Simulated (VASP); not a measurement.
# AlCo (CsCl type) in VASP: a series of runs

AlCo (CsCl type) is run at these levels: PBE, HSE06; tasks: single point.

All numbers are computed with VASP 6.6.1; they aren't measurements. Logs are shortened: lines on timing, memory, paths and dates and some standing lists are left out, and cuts for length are marked.

**1. The cell of the first run**

The structure is trigonal, space group R3m (No. 160). Conventional cell: a = 4.031 Å, b = 4.031 Å, c = 4.936 Å, α = 90.00°, β = 90.00°, γ = 120.00°. Within 3.2 Å of Co (site symmetry 3m) lie 8 Al at 2.41 to 2.53 Å and 6 Co at 2.85 Å. Within 3.2 Å of Al (site symmetry 3m) lie 8 Co at 2.41 to 2.53 Å and 6 Al at 2.85 Å.

**2. Single point, PBE**

The input, INCAR:

```
SYSTEM = AlCo
PREC = Accurate ; ENCUT = 520
EDIFF = 1E-6 ; ISMEAR = -1
SIGMA = 0.1 ; LREAL = .False.
LASPH = .True. ; NELM = 80
ALGO = Normal ; ISIF = 2
LWAVE = .False. ; LCHARG = .False.
GGA = PE ; NBANDS = 13
```

The input, KPOINTS:

```
Automatic mesh
0
Gamma
  4 4 4
  0 0 0
```

The input, POSCAR:

```
AlCo
1.0
    2.8500000000      0.0000000000      0.0000000000
    0.0000000000      2.8500000000      0.0000000000
    0.0000000000      0.0000000000      2.8500000000
Co Al
1 1
Direct
    0.0121547425      0.0121547425      0.0121547425
    0.5000000000      0.5000000000      0.5000000000
```

Potentials or basis: VASP PAW PBE potentials, release 64 (Co, Al).

Launch:

```bash
$ cat potpaw_PBE.64/Co/POTCAR potpaw_PBE.64/Al/POTCAR > POTCAR
$ mpirun -np 1 vasp_std > vasp.out
```

OUTCAR:

```text
SYSTEM = AlCo
   PREC = Accurate
   ENCUT = 520
   EDIFF = 1E-6
   ISMEAR = -1
   LREAL = .False.
   LASPH = .True.
   NELM = 80
   ISIF = 2
   GGA = PE

 ion  position               nearest neighbor table
   1  0.012  0.012  0.012-   2 2.41   2 2.45   2 2.45   2 2.45   2 2.49   2 2.49   2 2.49   2 2.53

   2  0.500  0.500  0.500-   1 2.41   1 2.45   1 2.45   1 2.45   1 2.49   1 2.49   1 2.49   1 2.53

  LATTYP: Found a simple cubic cell.
 ALAT       =     2.8500000000

  Lattice vectors:

 A1 = (   2.8500000000,   0.0000000000,   0.0000000000)
 A2 = (   0.0000000000,   2.8500000000,   0.0000000000)
 A3 = (   0.0000000000,   0.0000000000,   2.8500000000)

Analysis of symmetry for initial positions (statically):
=====================================================================
 Subroutine PRICEL returns:
 Original cell was already a primitive cell.

 Routine SETGRP: Setting up the symmetry group for a
 simple cubic supercell.

 Subroutine GETGRP returns: Found  6 space group operations
 (whereof  6 operations were pure point group operations)
 out of a pool of 48 trial point group operations.

The static configuration has the point symmetry C_3v.

Analysis of symmetry for dynamics (positions and initial velocities):
=====================================================================
 Subroutine PRICEL returns:
 Original cell was already a primitive cell.

 Routine SETGRP: Setting up the symmetry group for a
 simple cubic supercell.

 Subroutine GETGRP returns: Found  6 space group operations
 (whereof  6 operations were pure point group operations)
 out of a pool of 48 trial point group operations.

The dynamic configuration has the point symmetry C_3v.

 Subroutine INISYM returns: Found  6 space group operations
 (whereof  6 operations are pure point group operations),
 and found     1 'primitive' translations

----------------------------------------------------------------------------------------

                                     Primitive cell

  volume of cell :      23.1491

  direct lattice vectors                    reciprocal lattice vectors
     2.850000000  0.000000000  0.000000000     0.350877193  0.000000000  0.000000000
     0.000000000  2.850000000  0.000000000     0.000000000  0.350877193  0.000000000
     0.000000000  0.000000000  2.850000000     0.000000000  0.000000000  0.350877193

  length of vectors
     2.850000000  2.850000000  2.850000000     0.350877193  0.350877193  0.350877193

  position of ions in fractional coordinates (direct lattice)
     0.012154743  0.012154743  0.012154743
     0.500000000  0.500000000  0.500000000

[... 75 lines left out ...]
   NELECT =      12.0000    total number of electrons
   NUPDOWN=      -1.0000    fix difference up-down
   EMIN   =  10.00;   EMAX   =-10.00  energy-range for DOS
   EFERMI =   0.00;   METHOD = LEGACY
   ISMEAR =    -1;   SIGMA  =   0.10  broadening in eV -4-tet -1-fermi 0-gaus
   EFERMI_NEDOS =   21; number of points for ismear=-14 and -15
   IALGO  =     38    algorithm
   IMIX   =      4    mixing-type and parameters
     AMIX     =   0.40;   BMIX     =  1.00
     AMIX_MAG =   1.60;   BMIX_MAG =  1.00
  volume/ion in A,a.u.               =      11.57        78.11
  Fermi-wavevector in a.u.,A,eV,Ry     =   1.315095  2.485169 23.530926  1.729474
  Thomas-Fermi vector in A             =   2.445302
   LORBIT       =      0    0 simple, 1 ext, 2 COOP (PROOUT), +10 PAW based schemes
   GGA     = PE    functional components
   LHFCALC =     F    Hartree Fock is set to
   AEXX    =    0.0000 exact exchange contribution
   IVDW    =     0    specifies the selected vdW correction
   LEPSILON=     F    determine dielectric tensor
   LRPA    =     F    only Hartree local field effects (RPA)
 non-spin polarized calculation
  energy-cutoff  :      520.00
  volume of cell :       23.15
 maximum number of plane-waves:       647
 NGX is ok and might be reduce to    24
   NGX = 11   NGY = 11   NGZ = 11

 number of electron      12.0000002 magnetization

 Free energy of the ion-electron system (eV)
  ---------------------------------------------------
  ext. energy  EPLUGINS =         0.00000000
  ---------------------------------------------------
  free energy    TOTEN  =       -11.88804171 eV

  energy without entropy =      -11.82682442  energy(sigma->0) =      -11.85743306

 E-fermi :  10.6137     XC(G=0): -12.2609

 val. band max:       10.4417172647   @ k =   0.5000   0.5000   0.5000
 cond. band min:      10.7528641097   @ k =   0.5000   0.2500   0.0000
 fundamental gap:      0.3111468450
 Fermi energy:        10.6136924582

 k-point     1 :       0.0000    0.0000    0.0000
  band No.  band energies     occupation
      1      -0.4985      2.00000
      2       7.6605      2.00000
      3       7.6605      2.00000
      4       9.7903      1.99947
      5       9.7966      1.99943
      6       9.7966      1.99943
      7      16.5398      0.00000
      8      16.5398      0.00000
      9      16.5518      0.00000
     10      19.3346      0.00000
     11      19.3346      0.00000
     12      25.7073      0.00000
     13      32.1482      0.00000
[... 178 lines left out ...]
  band No.  band energies     occupation
      1       6.6681      2.00000
      2       6.6683      2.00000
      3       6.6684      2.00000
      4      10.4417      1.69619
      5      10.4417      1.69619
      6      12.9596      0.00000
      7      12.9622      0.00000
      8      12.9622      0.00000
      9      14.6490      0.00000
     10      15.9319      0.00000
     11      15.9319      0.00000
     12      15.9784      0.00000
     13      19.7669      0.00000

------------------------ aborting loop because EDIFF is reached ----------------------------------------

  FORCE on cell =-STRESS in cart. coord.  units (eV):
  Direction    XX          YY          ZZ          XY          YZ          ZX
  --------------------------------------------------------------------------------------
  -------------------------------------------------------------------------------------
  Total        0.3387110      0.3387110      0.3387110      0.0293785      0.0293785      0.0293785
  in kB       23.4425774     23.4425774     23.4425774      2.0333170      2.0333170      2.0333170
  external PRESSURE =      23.4425774 kB  Pullay stress =       0.0000000 kB

 VOLUME and BASIS-vectors are now :
 -----------------------------------------------------------------------------
  energy-cutoff  :      520.00
  volume of cell :       23.15
      direct lattice vectors                 reciprocal lattice vectors
     2.850000000  0.000000000  0.000000000     0.350877193  0.000000000  0.000000000
     0.000000000  2.850000000  0.000000000     0.000000000  0.350877193  0.000000000
     0.000000000  0.000000000  2.850000000     0.000000000  0.000000000  0.350877193

 POSITION                                       TOTAL-FORCE (eV/Angst)
 -----------------------------------------------------------------------------------
      0.03464      0.03464      0.03464        -0.255787     -0.255787     -0.255787
      1.42500      1.42500      1.42500         0.255787      0.255787      0.255787
 -----------------------------------------------------------------------------------
    total drift:                                0.000255      0.000255      0.000253

  FREE ENERGIE OF THE ION-ELECTRON SYSTEM (eV)
  ---------------------------------------------------
  free  energy   TOTEN  =       -11.8880417062 eV

  energy  without entropy=      -11.8268244160  energy(sigma->0) =      -11.85743306
```

stdout:

```text
POSCAR found type information on POSCAR CoAl
 POSCAR found :  2 types and       2 ions
 scaLAPACK will be used
 LDA part: xc-table for (Slater+PW92), standard interpolation
 POSCAR, INCAR and KPOINTS ok, starting setup
 FFT: planning ... GRIDC
 FFT: planning ... GRID_SOFT
 FFT: planning ... GRID
 WAVECAR not read
 entering main loop
```

Wall time 2.5 s (1 thread of Intel Xeon 6975P-C (Granite Rapids), shared host); peak memory 0.13 GiB.

What came out:

```yaml
Free_energy: -11.8880 eV
Pressure: 2.3 GPa
Largest_force: 0.443 eV/Å
Band_gap_on_the_k_mesh: zero (band 6 reaches 12.96 eV, above the bottom of band 7 at 10.40 eV)
```

Forces in eV/Å, atoms in the order of the input:
```
Co  -0.256 -0.256 -0.256
Al   0.256  0.256  0.256
```

Levels at points of the mesh, in eV from the Fermi level:
```csv
k point,band 3,band 4,band 5,band 6,band 7,band 8,band 9,band 10
"(0.00, 0.00, 0.00)",-2.95,-0.82,-0.82,-0.82,5.93,5.93,5.94,8.72
"(0.50, 0.00, 0.00)",-2.36,-1.70,-1.70,-0.71,0.20,8.36,10.58,10.58
"(0.50, 0.50, 0.00)",-2.72,-2.70,-1.49,-1.48,-0.21,2.42,3.45,12.72
"(0.50, 0.50, 0.50)",-3.95,-0.17,-0.17,2.35,2.35,2.35,4.04,5.32
```

Caveat: the k points lie up to 0.55 Å⁻¹ apart.

**3. Single point, PBE**

The input, INCAR:

```
SYSTEM = AlCo
PREC = Accurate
ENCUT = 520
EDIFF = 1E-6
ISMEAR = -1
SIGMA = 0.1
LREAL = .False.
LASPH = .True.
NELM = 60
ALGO = Normal
ISIF = 2
LWAVE = .False.
LCHARG = .False.
GGA = PE
NBANDS = 13
```

The input, KPOINTS:

```
regular mesh
0
Gamma
  8 8 8
  0 0 0
```

POSCAR, as its differences from that of step 2:

```diff
@@ -8,3 +8,3 @@
 Direct
-    0.0121547425      0.0121547425      0.0121547425
+    0.0000000000      0.0000000000      0.0000000000
     0.5000000000      0.5000000000      0.5000000000
```

Potentials or basis: VASP PAW PBE potentials, release 64 (Co, Al).

Launch:

```bash
$ cat potpaw_PBE.64/Co/POTCAR potpaw_PBE.64/Al/POTCAR > POTCAR
$ mpirun -np 1 vasp_std > vasp.out
```

Wall time 3.9 s (1 thread of Intel Xeon 6975P-C (Granite Rapids), shared host); peak memory 0.14 GiB.

The run converged. Its results:

| Quantity | Value |
| --- | --- |
| Free energy | -12.0003 eV |
| Pressure | 0.6 GPa |
| Band gap on the k mesh | zero (band 6 reaches 12.96 eV, above the bottom of band 7 at 10.34 eV) |

Levels at points of the mesh, in eV from the Fermi level:
```csv
k point,band 2,band 3,band 4,band 5,band 6,band 7,band 8,band 9,band 10,band 11
"(0.00, 0.00, 0.00)",-2.92,-2.92,-0.81,-0.81,-0.81,6.00,6.00,6.00,8.77,8.77
"(0.50, 0.00, 0.00)",-6.59,-2.33,-1.68,-1.68,-0.70,0.21,8.43,10.64,10.64,11.67
"(0.50, 0.50, 0.00)",-3.02,-2.65,-2.65,-1.47,-1.47,-0.20,2.46,3.48,12.78,15.87
"(0.50, 0.50, 0.50)",-3.90,-3.90,-0.17,-0.17,2.42,2.42,2.42,4.14,5.35,5.35
```

**4. Single point, PBE**

The input, INCAR:

```
PREC = Accurate
ENCUT = 520
EDIFF = 1E-7
ISMEAR = -1
SIGMA = 0.1
LREAL = F
LASPH = T
NELM = 60
ALGO = Normal
ISIF = 2
LWAVE = F
LCHARG = F
GGA = PE
NBANDS = 13
```

The input, KPOINTS:

```
Automatic mesh
0
Gamma
  8 8 8
```

POSCAR, as its differences from that of step 3:

```diff
@@ -8,3 +8,3 @@
 Direct
-    0.0000000000      0.0000000000      0.0000000000
+    0.0070175439      0.0000000000      0.0000000000
     0.5000000000      0.5000000000      0.5000000000
```

Launch:

```bash
$ cat potpaw_PBE.64/Co/POTCAR potpaw_PBE.64/Al/POTCAR > POTCAR
$ mpirun -np 1 vasp_std > vasp.out
```

Run time: 9.5 s. Hardware: 1 thread of Intel Xeon 6975P-C (Granite Rapids), shared host; peak memory 0.15 GiB.

Results (log left out):

* Free energy: -11.9988 eV
* Pressure: 0.6 GPa
* Largest force: 0.147 eV/Å
* Band gap on the k mesh: zero (band 6 reaches 12.96 eV, above the bottom of band 7 at 10.34 eV)

Forces in eV/Å, atoms in the order of the input:
```
Co  -0.147  0.000  0.000
Al   0.147  0.000  0.000
```

Levels at points of the mesh, in eV from the Fermi level:
```
           k point  band 4  band 5  band 6  band 7  band 8  band 9
(0.00, 0.00, 0.00)   -0.81   -0.81   -0.81    6.00    6.00    6.00
(0.50, 0.00, 0.00)   -1.68   -1.68   -0.70    0.21    8.43   10.64
(0.00, 0.50, 0.00)   -1.68   -1.68   -0.70    0.21    8.43   10.64
(0.50, 0.50, 0.00)   -2.64   -1.47   -1.47   -0.20    2.46    3.48
(0.00, 0.50, 0.50)   -2.65   -1.47   -1.47   -0.20    2.46    3.48
(0.50, 0.50, 0.50)   -0.17   -0.17    2.42    2.42    2.42    4.14
```

Spin polarisation is off, so any magnetic state and its effect on volume and gap are missing.

[end of part 1 of 2]
